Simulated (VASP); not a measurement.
Wanted: the native input for a VASP 6.6.1 run.

```
Task                   : relaxation of cell and atoms
Functional             : PBE
Potentials or basis    : VASP PAW PBE potentials, release 64 (C, Si)
Cutoff                 : 600 eV
k mesh                 : 3 × 3 × 2, shifted
Occupations            : gaussian, width 0.1 eV
Spin                   : no spin polarisation
Dipole correction      : no
Further INCAR settings : LREAL = Auto; ALGO = Normal; EDIFF = 1e-06; ISYM = 0; IBRION = 2; EDIFFG = -0.04; NSW = 70; ISIF = 3
```

The structure of SiC lies in POSCAR:

```
SiC
1.0
    2.2456616100      2.2456616100      4.4913232200
   -2.2456616100     -2.2456616100      4.4913232200
    6.7369848300     -4.4913232200      2.2456616100
C Si
10 10
Direct
    0.1982379265      0.0009437909      0.5975203306
    0.1032457619      0.5051247490      0.7994628427
    0.2988400666      0.5033114757      0.3998605420
    0.8014119085      0.0039891137      0.4005345917
    0.6995929590      0.5043686956      0.5996487284
    0.4747781483      0.3773028227      0.7976413709
    0.3707208503      0.8802626049      0.0009924251
    0.7827115004      0.8690321230      0.1987164313
    0.1730730378      0.8805946433      0.4026943995
    0.0771743062      0.3713959730      0.6009249524
    0.5983345740      0.9992458394      0.7974962077
    0.9982732019      0.0021929227      0.9981105500
    0.4051505173      0.9948065548      0.1966246623
    0.5048425273      0.5015531749      0.0025330499
    0.9039282196      0.4989572072      0.1983870330
    0.5744767207      0.8765211510      0.6000101254
    0.9742205179      0.8740517525      0.7998230174
    0.6718305959      0.3804865951      0.3950050504
    0.8768058085      0.3658917775      0.9986637590
    0.2794857497      0.3741521562      0.2009827849
```

One way to write it, as run:

INCAR

```
  PREC = Accurate
  ENCUT = 600
  EDIFF = 1E-6
  ISMEAR = 0
  SIGMA = 0.1
  LREAL = Auto
  LASPH = T
  NELM = 100
  ALGO = Normal
  ISIF = 3
  LWAVE = F
  LCHARG = F
  GGA = PE
  IBRION = 2
  NSW = 70
  EDIFFG = -0.04
  ISYM = 0
```

KPOINTS

```
Automatic mesh
0
Gamma
  3 3 2
  0 0 0.5
```

Potentials or basis: VASP PAW PBE potentials, release 64 (C, Si).

Command:

```console
$ cat potpaw_PBE.64/C/POTCAR potpaw_PBE.64/Si/POTCAR > POTCAR
$ mpirun -np 1 vasp_std > vasp.out
```

Results of the run:

```yaml
Relaxed_volume: 11.01 Å³/atom
Relaxed_cell: a = 5.287 Å, b = 5.374 Å, c = 8.507 Å, α = 84.95°, β = 72.16°, γ = 73.20°
Space_group_after_relaxing_to_0.1_Å: P1 (No. 1)
Energy_gained_by_relaxing: 846.7 meV/atom
Ionic_steps: 26
Pressure_after_relaxing: 0.0 GPa
Largest_force_after_relaxing: 0.034 eV/Å
Band_gap_on_the_k_mesh: 0.63 eV (least direct gap 0.73 eV)
```

Caveat: the k points lie up to 0.43 Å⁻¹ apart in the final cell; semilocal functionals underestimate gaps, and a narrow one can read as zero; a shifted mesh leaves out Γ, where band edges can lie.

It took 85 min on 1 thread of Oxide Virtual Turin-like Processor, with other jobs on the host, peak memory 0.42 GiB.
